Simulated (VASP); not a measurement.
CoO:

```xyz
2
Lattice="1.5367 0.8872 2.4735 -1.5367 0.8872 2.4735 0.0000 -1.7745 2.4735" Properties=species:S:1:pos:R:3 pbc="T T T"
Co    0.0000    0.0000    0.0000
O     0.0000    0.0000    3.7103
```

| Item | Value |
| --- | --- |
| Program | VASP 6.6.1 |
| Task | relaxation of cell and atoms |
| Functional | PBE |
| Potentials or basis | VASP PAW PBE potentials, release 64 (Co, O) |
| Cutoff | 600 eV |
| k mesh | 12 × 12 × 12 |
| Occupations | gaussian, width 0.02 eV |
| Spin | collinear spin, ferromagnetic start |
| Starting moments | [2.88, 0.24] μB |
| Hubbard terms | Co d U = 3.32 eV |

At the start: pressure -7.6 GPa; volume 10.12 Å³/atom.

Where does the relaxation end?

Over 19 steps the energy falls by 11.9 meV/atom and the volume is 9.65 Å³/atom (-4.6 %); space group Fm-3m (No. 225, to 0.1 Å) before and after; moment 3.00 μB per cell.

Step by step:
```
step  energy change (eV)  largest force (eV/Å)  pressure (GPa)  volume (Å³)
   1              0.0000                0.0000           -7.64        20.24
   2             -0.0172                0.0000            4.51        18.86
   3             -0.0233                0.0000            0.02        19.30
   4             -0.0233                0.0000           -0.29        19.32
   5             -0.0234                0.0000           -0.13        19.32
   6             -0.0237                0.0000           -0.12        19.31
   7             -0.0234                0.0000           -0.03        19.29
   8             -0.0238                0.0000           -0.10        19.30
   9             -0.0238                0.0000           -0.07        19.30
  10             -0.0238                0.0000            0.11        19.28
  11             -0.0238                0.0000           -0.10        19.30
  12             -0.0238                0.0000            0.15        19.29
  13             -0.0238                0.0000           -0.03        19.29
  14             -0.0238                0.0000            0.02        19.29
  15             -0.0238                0.0000            0.03        19.29
  16             -0.0238                0.0000           -0.16        19.30
  17             -0.0238                0.0000            0.10        19.29
  18             -0.0238                0.0000           -0.03        19.30
  19             -0.0238                0.0000           -0.01        19.30
```

Final structure:
```
Co O
1.0
     1.51960    0.87734    2.41221
    -1.51960    0.87734    2.41221
     0.00000   -1.75468    2.41221
Co O
1 1
Direct
  0.00000 0.00000 0.00000
  0.50000 0.50000 0.50000
```

Caveat: a cell with one magnetic atom can't hold antiferromagnetic order, which such compounds often take.
